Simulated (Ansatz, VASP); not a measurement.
**Two plane-wave programs on MgS**

POSCAR

```
MgS
1.0
    3.9522600636      0.0000000000      0.0000000000
   -1.9761300318      3.4227576175      0.0000000000
    0.0000000000      0.0000000000      6.3009860259
S Mg
2 2
Direct
    0.6666666667      0.3333333333      0.8792441500
    0.3333333333      0.6666666667      0.3792441500
    0.3333333333      0.6666666667      0.9957548500
    0.6666666667      0.3333333333      0.4957548500
```

INCAR.step1

```
SYSTEM = MgS
ALGO = Normal
EDIFF = 1E-4
ENCUT = 520
GGA = PE
ISMEAR = -1
LASPH = .TRUE.
LCHARG = .FALSE.
LREAL = .FALSE.
LWAVE = .TRUE.
NBANDS = 16
NELM = 100
PREC = Accurate
SIGMA = 0.05
```

Contents of INCAR.step2:

```
SYSTEM = MgS
ALGO = Normal
EDIFF = 1E-6
ENCUT = 520
ISIF = 2
ISMEAR = -1
ISTART = 1
LASPH = .TRUE.
LCHARG = .FALSE.
LMIXTAU = .TRUE.
LREAL = .FALSE.
LWAVE = .FALSE.
METAGGA = R2SCAN
NBANDS = 16
NELM = 100
PREC = Accurate
SIGMA = 0.05
```

KPOINTS

```
k-points
0
G
  8 8 4
  0 0 0
```

input.yaml

```yaml
crystal:
  lattice:
    - [3.9522600636, 0.0, 0.0]
    - [-1.9761300318, 3.4227576175, 0.0]
    - [0.0, 0.0, 6.3009860259]
  atoms:
    - { symbol: S, position: [0.6666666667, 0.3333333333, 0.87924415] }
    - { symbol: S, position: [0.3333333333, 0.6666666667, 0.37924415] }
    - { symbol: Mg, position: [0.3333333333, 0.6666666667, 0.99575485] }
    - { symbol: Mg, position: [0.6666666667, 0.3333333333, 0.49575485] }
hamiltonian:
  xc: r2scan
  pseudopotentials: { kind: paw }
kpoints:
  mp_grid: { grid: [8, 8, 4] }
scf:
  occupations: { method: fermi_dirac, width: 0.05 }
output:
  forces: true
  stress: true
  eigenvalues: true
```

Alike in both runs: task single point; functional r2SCAN; k mesh 8 × 8 × 4; occupations fermi-dirac, width 0.05 eV; no spin polarisation.

```csv
,VASP,Ansatz
version,VASP 6.6.1,Ansatz 0.2.0
potentials or method,"VASP PAW PBE potentials, release 64 (S, Mg)",Ansatz PAW
plane-wave cutoff (eV),520,500
valence electrons in the cell,16,32
```

Ansatz gave:

```
gap on the k mesh at the Fermi level (eV)                     : 4.45
least direct gap on the mesh (eV)                             : 4.45
pressure (GPa)                                                : 4.2
traceless stress, the component that is largest in VASP (GPa) : -0.31
rms of the force components (eV/Å)                            : 0.027
```

Q: Estimate VASP's values.

A: gap on the k mesh at the Fermi level (eV): 4.44; least direct gap on the mesh (eV): 4.44; pressure (GPa): 3.9; traceless stress, the component that is largest in VASP (GPa): -0.30; rms of the force components (eV/Å): 0.029.

VASP's potentials were made for PBE, not for r2SCAN. Atom by atom the forces differ by 0.002 eV/Å (rms over components). VASP's potentials hold 16 valence electrons a cell and Ansatz's 32, so a difference there can come from the potentials and not from the codes.
